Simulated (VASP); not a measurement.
# MgO (P6_3mc) in VASP: further runs

MgO is run at these levels: PBE; tasks: single point.

All numbers are computed with VASP 6.6.1; they aren't measurements. Logs are shortened: lines on timing, memory, paths and dates and some standing lists are left out, and cuts for length are marked.

## Step 1: The cell of the first run

Symmetry: P6_3mc, No. 186, hexagonal system. Conventional cell: a = 3.445 Å, b = 3.445 Å, c = 11.355 Å, α = 90.00°, β = 90.00°, γ = 120.00°. Mg (site symmetry 3m) has 4 O at 2.10 to 2.15 Å within 2.8 Å. Within 2.8 Å of Mg (site symmetry 3m) lie 4 O at 2.10 to 2.17 Å. O (site symmetry 3m) has 4 Mg at 2.10 to 2.15 Å within 2.8 Å. O (site symmetry 3m) has 4 Mg at 2.10 to 2.17 Å within 2.8 Å.

## Step 2: Single point, PBE

Contents of INCAR:

```
SYSTEM = MgO
PREC = Accurate
ENCUT = 520
EDIFF = 1E-6
ISMEAR = 0
SIGMA = 0.05
LREAL = .FALSE.
LASPH = .TRUE.
NELM = 80
ALGO = Normal
ISIF = 2
LWAVE = .FALSE.
LCHARG = .FALSE.
GGA = PE
NBANDS = 26
```

Contents of KPOINTS:

```
regular mesh
0
G
  9 9 2
  0 0 0
```

Contents of POSCAR:

```
MgO
1.0
    3.4446000000      0.0000000000      0.0000000000
   -1.7223000000      2.9831111059      0.0000000000
    0.0000000000      0.0000000000     11.3550000000
Mg O
4 4
Direct
    0.3333333333      0.6666666667      0.9694906392
    0.0000000000      0.0000000000      0.2208211786
    0.0000000000      0.0000000000      0.7208211786
    0.6666666667      0.3333333333      0.4694906392
    0.3333333333      0.6666666667      0.7800420079
    0.0000000000      0.0000000000      0.5296443544
    0.0000000000      0.0000000000      0.0296443544
    0.6666666667      0.3333333333      0.2800420079
```

Potentials or basis: VASP PAW PBE potentials, release 64 (Mg, O).

Run with:

```bash
$ cat potpaw_PBE.64/Mg/POTCAR potpaw_PBE.64/O/POTCAR > POTCAR
$ mpirun -np 1 vasp_std > vasp.out
```

OUTCAR:

```text
SYSTEM = MgO
   PREC = Accurate
   ENCUT = 520
   EDIFF = 1E-6
   ISMEAR = 0
   LREAL = .FALSE.
   LASPH = .TRUE.
   NELM = 80
   ISIF = 2
   GGA = PE

 ion  position               nearest neighbor table
   1  0.333  0.667  0.969-   7 2.10   7 2.10   7 2.10   5 2.15   3 3.45   3 3.45   3 3.45   2 3.48
                             2 3.48   2 3.48
   2  0.000  0.000  0.221-   8 2.10   8 2.10   8 2.10   7 2.17   4 3.45   4 3.45   4 3.45   1 3.48
                             1 3.48   1 3.48
   3  0.000  0.000  0.721-   5 2.10   5 2.10   5 2.10   6 2.17   1 3.45   1 3.45   1 3.45   4 3.48
                             4 3.48   4 3.48
   4  0.667  0.333  0.469-   6 2.10   6 2.10   6 2.10   8 2.15   2 3.45   2 3.45   2 3.45   3 3.48
                             3 3.48   3 3.48
   5  0.333  0.667  0.780-   3 2.10   3 2.10   3 2.10   1 2.15
   6  0.000  0.000  0.530-   4 2.10   4 2.10   4 2.10   3 2.17
   7  0.000  0.000  0.030-   1 2.10   1 2.10   1 2.10   2 2.17
   8  0.667  0.333  0.280-   2 2.10   2 2.10   2 2.10   4 2.15

  LATTYP: Found a hexagonal cell.
 ALAT       =     3.4446000000
 C/A-ratio  =     3.2964640307

  Lattice vectors:

 A1 = (   3.4446000000,   0.0000000000,   0.0000000000)
 A2 = (  -1.7223000000,   2.9831111059,   0.0000000000)
 A3 = (   0.0000000000,   0.0000000000,  11.3550000000)

Analysis of symmetry for initial positions (statically):
=====================================================================
 Subroutine PRICEL returns:
 Original cell was already a primitive cell.

 Routine SETGRP: Setting up the symmetry group for a
 hexagonal supercell.

 Subroutine GETGRP returns: Found 12 space group operations
 (whereof  6 operations were pure point group operations)
 out of a pool of 24 trial point group operations.

The static configuration has the point symmetry C_3v.
 The point group associated with its full space group is C_6v.

Analysis of symmetry for dynamics (positions and initial velocities):
=====================================================================
 Subroutine PRICEL returns:
 Original cell was already a primitive cell.

 Routine SETGRP: Setting up the symmetry group for a
 hexagonal supercell.

 Subroutine GETGRP returns: Found 12 space group operations
 (whereof  6 operations were pure point group operations)
 out of a pool of 24 trial point group operations.

[... 115 lines left out ...]
   NSW    =      0    number of steps for IOM
   IBRION =     -1    ionic relax: 0-MD 1-quasi-New 2-CG
   NFREE  =      0    steps in history (QN), initial steepest desc. (CG)
   ISIF   =      2    stress and relaxation
   ISYM   =      2    0-nonsym 1-usesym 2-fastsym
   POTIM  = 0.5000    time-step for ionic-motion
   TEBEG  =    0.0;   TEEND  =   0.0 temperature during run
   PSTRESS=    0.0 pullay stress
   NELECT =      32.0000    total number of electrons
   NUPDOWN=      -1.0000    fix difference up-down
   EMIN   =  10.00;   EMAX   =-10.00  energy-range for DOS
   EFERMI =   0.00;   METHOD = LEGACY
   ISMEAR =     0;   SIGMA  =   0.05  broadening in eV -4-tet -1-fermi 0-gaus
   EFERMI_NEDOS =   21; number of points for ismear=-14 and -15
   IALGO  =     38    algorithm
   IMIX   =      4    mixing-type and parameters
     AMIX     =   0.40;   BMIX     =  1.00
     AMIX_MAG =   1.60;   BMIX_MAG =  1.00
  volume/ion in A,a.u.               =      14.58        98.42
  Fermi-wavevector in a.u.,A,eV,Ry     =   1.063636  2.009981 15.392565  1.131322
  Thomas-Fermi vector in A             =   2.199128
   LORBIT       =      0    0 simple, 1 ext, 2 COOP (PROOUT), +10 PAW based schemes
   GGA     = PE    functional components
   LHFCALC =     F    Hartree Fock is set to
   AEXX    =    0.0000 exact exchange contribution
   IVDW    =     0    specifies the selected vdW correction
   LEPSILON=     F    determine dielectric tensor
   LRPA    =     F    only Hartree local field effects (RPA)
 non-spin polarized calculation
 Gauss-broadening in eV      SIGMA  =   0.05
  energy-cutoff  :      520.00
  volume of cell :      116.68
 maximum number of plane-waves:      3168
 NGX is ok and might be reduce to    28
   NGX = 13   NGY = 13   NGZ = 43

 number of electron      31.9999988 magnetization

 Free energy of the ion-electron system (eV)
  ---------------------------------------------------
  ext. energy  EPLUGINS =         0.00000000
  ---------------------------------------------------
  free energy    TOTEN  =       -45.92361098 eV

  energy without entropy =      -45.92361098  energy(sigma->0) =      -45.92361098

 E-fermi :   0.0773     XC(G=0):  -8.8730

 val. band max:       -0.1332553994   @ k =   0.0000   0.0000   0.0000
 cond. band min:       2.4750875774   @ k =   0.0000   0.0000   0.0000
 fundamental gap:      2.6083429768
 Fermi energy:         0.0772563793

 k-point     1 :       0.0000    0.0000    0.0000
  band No.  band energies     occupation
      1     -15.5472      2.00000
      2     -15.3563      2.00000
      3     -15.3352      2.00000
      4     -15.1330      2.00000
      5      -2.7031      2.00000
      6      -1.7544      2.00000
[... 685 lines left out ...]
     25      10.6761      0.00000
     26      10.7476      0.00000

------------------------ aborting loop because EDIFF is reached ----------------------------------------

  FORCE on cell =-STRESS in cart. coord.  units (eV):
  Direction    XX          YY          ZZ          XY          YZ          ZX
  --------------------------------------------------------------------------------------
  -------------------------------------------------------------------------------------
  Total       -9.7443310     -9.7443310    -11.7332724      0.0000000      0.0000000     -0.0000000
  in kB     -133.8034296   -133.8034296   -161.1144045      0.0000000      0.0000000     -0.0000000
  external PRESSURE =    -142.9070879 kB  Pullay stress =       0.0000000 kB

 VOLUME and BASIS-vectors are now :
 -----------------------------------------------------------------------------
  energy-cutoff  :      520.00
  volume of cell :      116.68
      direct lattice vectors                 reciprocal lattice vectors
     3.444600000  0.000000000  0.000000000     0.290309470  0.167610251  0.000000000
    -1.722300000  2.983111106  0.000000000     0.000000000  0.335220501  0.000000000
     0.000000000  0.000000000 11.355000000     0.000000000  0.000000000  0.088066931

 POSITION                                       TOTAL-FORCE (eV/Angst)
 -----------------------------------------------------------------------------------
     -0.00000      1.98874     11.00857        -0.000000      0.000000     -0.076742
      0.00000      0.00000      2.50742        -0.000000      0.000000     -0.057369
      0.00000      0.00000      8.18492        -0.000000      0.000000     -0.057369
      1.72230      0.99437      5.33107         0.000000     -0.000000     -0.076742
     -0.00000      1.98874      8.85738        -0.000000     -0.000000      0.095832
      0.00000      0.00000      6.01411        -0.000000      0.000000      0.038280
      0.00000      0.00000      0.33661        -0.000000      0.000000      0.038280
      1.72230      0.99437      3.17988         0.000000      0.000000      0.095832
 -----------------------------------------------------------------------------------
    total drift:                               -0.000000     -0.000000      0.000439

  FREE ENERGIE OF THE ION-ELECTRON SYSTEM (eV)
  ---------------------------------------------------
  free  energy   TOTEN  =       -45.9236109780 eV

  energy  without entropy=      -45.9236109780  energy(sigma->0) =      -45.92361098
```

stdout:

```text
POSCAR found type information on POSCAR MgO
 POSCAR found :  2 types and       8 ions
 scaLAPACK will be used
 LDA part: xc-table for (Slater+PW92), standard interpolation
 POSCAR, INCAR and KPOINTS ok, starting setup
 FFT: planning ... GRIDC
 FFT: planning ... GRID_SOFT
 FFT: planning ... GRID
 WAVECAR not read
 entering main loop
```

Wall time 34 s (1 thread of Intel Xeon 6975P-C (Granite Rapids), shared host); peak memory 0.26 GiB.

What came out:

| Item | Value |
| --- | --- |
| Free energy | -45.9236 eV |
| Pressure | -14.3 GPa |
| Largest force | 0.096 eV/Å |
| Band gap on the k mesh | 2.61 eV, direct |

Forces in eV/Å, atoms in the order of the input:
```
Mg   0.000  0.000 -0.077
Mg   0.000  0.000 -0.057
Mg   0.000  0.000 -0.057
Mg   0.000  0.000 -0.077
O    0.000  0.000  0.096
O    0.000  0.000  0.038
O    0.000  0.000  0.038
O    0.000  0.000  0.096
```

Stress tensor (GPa, compression positive):
```
-13.38   0.00   0.00
  0.00 -13.38   0.00
  0.00   0.00 -16.11
```

Levels at points of the mesh, in eV from the valence-band top:
```
           k point  band 13  band 14  band 15  band 16  band 17  band 18  band 19  band 20
(0.00, 0.00, 0.00)    -0.11    -0.03    -0.03     0.00     2.61     4.76     4.85     7.33
(0.00, 0.00, 0.50)    -0.06    -0.06    -0.06    -0.06     3.39     3.39     6.26     6.26
```

## Step 3: Single point, PBE

This run uses another cell than the first one, of 11.45 Å³/atom, 0.785 times its volume.

Contents of INCAR:

```
SYSTEM = MgO
PREC = Accurate ; ENCUT = 520
EDIFF = 1E-6 ; ISMEAR = 0
SIGMA = 0.05 ; LREAL = .FALSE.
LASPH = .TRUE. ; NELM = 100
ALGO = Normal ; ISIF = 2
LWAVE = .FALSE. ; LCHARG = .FALSE.
GGA = PE ; NBANDS = 26
```

Contents of KPOINTS:

```
Automatic mesh
0
G
  9 9 2
  0 0 0
```

POSCAR, as its differences from that of step 2:

```diff
@@ -2,5 +2,5 @@
 1.0
-    3.4446000000      0.0000000000      0.0000000000
-   -1.7223000000      2.9831111059      0.0000000000
-    0.0000000000      0.0000000000     11.3550000000
+    3.1712000000      0.0000000000      0.0000000000
+   -1.5856000000      2.7463397605      0.0000000000
+    0.0000000000      0.0000000000     10.5138967343
 Mg O
```

Potentials or basis: VASP PAW PBE potentials, release 64 (Mg, O).

Run with:

```bash
$ cat potpaw_PBE.64/Mg/POTCAR potpaw_PBE.64/O/POTCAR > POTCAR
$ mpirun -np 1 vasp_std > vasp.out
```

Wall time 29 s (1 thread of AMD EPYC 9R45 (Zen 5), shared host); peak memory 0.19 GiB.

The run converged. Its results:

```
Free energy            : -46.7003 eV
Pressure               : 8.9 GPa
Largest force          : 0.360 eV/Å
Band gap on the k mesh : 3.90 eV, direct
```

Forces on the atoms (eV/Å):
```
Mg   0.000  0.000 -0.321
Mg   0.000  0.000 -0.360
Mg   0.000  0.000 -0.360
Mg   0.000  0.000 -0.321
O    0.000  0.000  0.336
O    0.000  0.000  0.345
O    0.000  0.000  0.345
O    0.000  0.000  0.336
```

Stress tensor (GPa, compression positive):
```
11.93  0.00  0.00
 0.00 11.93  0.00
 0.00  0.00  2.71
```

Levels at points of the mesh, in eV from the valence-band top:
```
           k point  band 13  band 14  band 15  band 16  band 17  band 18  band 19  band 20
(0.00, 0.00, 0.00)    -0.08     0.00     0.00     0.00     3.90     6.27     6.37     9.13
(0.00, 0.00, 0.50)    -0.03    -0.03    -0.03    -0.03     4.73     4.73     7.94     7.94
```

## Step 4: Single point, PBE

This run uses another cell than the first one, of 11.65 Å³/atom, 0.799 times its volume.

Contents of INCAR:

```
ALGO     = Normal         # electronic algorithm
EDIFF    = 1E-6           # SCF threshold, eV
ENCUT    = 520            # plane-wave cutoff, eV
GGA      = PE             # functional
ISIF     = 2              # what is computed and relaxed
ISMEAR   = 0              # smearing method
LASPH    = True           # aspherical terms in the spheres
LCHARG   = False          # write CHGCAR
LREAL    = False          # projectors in reciprocal space
LWAVE    = False          # write WAVECAR
NBANDS   = 26             # bands
NELM     = 100            # most SCF steps
PREC     = Accurate       # precision mode
SIGMA    = 0.05           # smearing width, eV
```

Contents of KPOINTS:

```
k-points
0
Gamma
  9 9 2
```

POSCAR, as its differences from that of step 3:

```diff
@@ -2,5 +2,5 @@
 1.0
-    3.1712000000      0.0000000000      0.0000000000
-   -1.5856000000      2.7463397605      0.0000000000
-    0.0000000000      0.0000000000     10.5138967343
+    3.3352000000      0.0000000000      0.0000000000
+   -1.6676000000      2.8883679267      0.0000000000
+    0.0000000000      0.0000000000      9.6728000000
 Mg O
```

Run with:

```bash
$ cat potpaw_PBE.64/Mg/POTCAR potpaw_PBE.64/O/POTCAR > POTCAR
$ mpirun -np 1 vasp_std > vasp.out
```

Wall time 36 s (1 thread of AMD EPYC 9R45 (Zen 5), shared host); peak memory 0.21 GiB.

It converged, with:

* Free energy: -46.3225 eV
* Pressure: 7.5 GPa
* Largest force: 1.540 eV/Å
* Band gap on the k mesh: 3.48 eV, direct

Forces in eV/Å, atoms in the order of the input:
```
Mg   0.000  0.000  1.471
Mg   0.000  0.000  1.514
Mg   0.000  0.000  1.514
Mg   0.000  0.000  1.471
O    0.000  0.000 -1.540
O    0.000  0.000 -1.446
O    0.000  0.000 -1.446
O    0.000  0.000 -1.540
```

Stress tensor (GPa, compression positive):
```
-1.71  0.00  0.00
 0.00 -1.71  0.00
 0.00  0.00 26.03
```

Levels at points of the mesh, in eV from the valence-band top:
```csv
k point,band 13,band 14,band 15,band 16,band 17,band 18,band 19,band 20
"(0.00, 0.00, 0.00)",-0.53,-0.38,-0.38,0.00,3.48,5.82,6.03,8.50
"(0.00, 0.00, 0.50)",-0.43,-0.43,-0.43,-0.43,4.35,4.35,7.49,7.49
```

Caveat: forces of over 1 eV/Å act on the atoms, so gaps and moduli don't describe the material at rest.

## Step 5: Single point, PBE

This run uses another cell than the first one, of 11.64 Å³/atom, 0.798 times its volume.

Contents of INCAR:

```
SYSTEM = MgO
ALGO     = Normal         ! electronic algorithm
EDIFF    = 1E-6           ! SCF threshold, eV
ENCUT    = 520            ! plane-wave cutoff, eV
GGA      = PE             ! functional
ISIF     = 2              ! what is computed and relaxed
ISMEAR   = 0              ! smearing method
LASPH    = .TRUE.         ! aspherical terms in the spheres
LCHARG   = .FALSE.        ! write CHGCAR
LREAL    = .FALSE.        ! projectors in reciprocal space
LWAVE    = .FALSE.        ! write WAVECAR
NBANDS   = 26             ! bands
NELM     = 100            ! most SCF steps
PREC     = Accurate       ! precision mode
SIGMA    = 0.05           ! smearing width, eV
```

Contents of KPOINTS:

```
k-points
0
G
  9 9 2
  0 0 0
```

POSCAR, as its differences from that of step 4:

```diff
@@ -2,5 +2,5 @@
 1.0
-    3.3352000000      0.0000000000      0.0000000000
-   -1.6676000000      2.8883679267      0.0000000000
-    0.0000000000      0.0000000000      9.6728000000
+    3.1165000000      0.0000000000      0.0000000000
+   -1.5582500000      2.6989681709      0.0000000000
+    0.0000000000      0.0000000000     11.0746000000
 Mg O
```

Run with:

```bash
$ cat potpaw_PBE.64/Mg/POTCAR potpaw_PBE.64/O/POTCAR > POTCAR
$ mpirun -np 1 vasp_std > vasp.out
```

Run time: 35 s. Hardware: 1 thread of AMD EPYC 9R45 (Zen 5), shared host; peak memory 0.19 GiB.

It converged, with:

```
Free energy            : -46.3262 eV
Pressure               : 8.2 GPa
Largest force          : 0.816 eV/Å
Band gap on the k mesh : 3.63 eV, direct
```

Forces in eV/Å, atoms in the order of the input:
```
Mg   0.000  0.000 -0.745
Mg   0.000  0.000 -0.816
Mg   0.000  0.000 -0.816
Mg   0.000  0.000 -0.745
O    0.000  0.000  0.797
O    0.000  0.000  0.764
O    0.000  0.000  0.764
O    0.000  0.000  0.797
```

Stress tensor (GPa, compression positive):
```
16.39  0.00  0.00
 0.00 16.39  0.00
 0.00  0.00 -8.24
```

Levels at points of the mesh, in eV from the valence-band top:
```csv
k point,band 14,band 15,band 16,band 17,band 18,band 19
"(0.00, 0.00, 0.00)",-0.04,0.00,0.00,3.63,6.01,6.07
"(0.00, 0.00, 0.50)",-0.02,-0.02,-0.02,4.45,4.45,7.69
```

## Step 6: Overview

| cell | gap on the mesh (eV) | pressure (GPa) | largest force (eV/Å) |
| --- | --- | --- | --- |
| a = 3.445, b = 3.445, c = 11.355 Å, angles 90.0, 90.0, 120.0°, 8 atoms | 2.61 | -14.3 | 0.10 |
| a = 3.171, b = 3.171, c = 10.514 Å, angles 90.0, 90.0, 120.0°, 8 atoms | 3.90 | 8.9 | 0.36 |
| a = 3.335, b = 3.335, c = 9.673 Å, angles 90.0, 90.0, 120.0°, 8 atoms | 3.48 | 7.5 | 1.54 |
| a = 3.116, b = 3.117, c = 11.075 Å, angles 90.0, 90.0, 120.0°, 8 atoms | 3.63 | 8.2 | 0.82 |

Alike in all rows: task single point; level PBE; potentials or basis VASP PAW PBE potentials, release 64 (Mg, O); no spin polarisation; k mesh 9 × 9 × 2; cutoff (eV) 520; smearing gaussian 0.05 eV.

Caveats: forces of over 1 eV/Å act on the atoms, so gaps and moduli don't describe the material at rest (some runs).

Absolute energies hang on the potentials; compare differences alone.
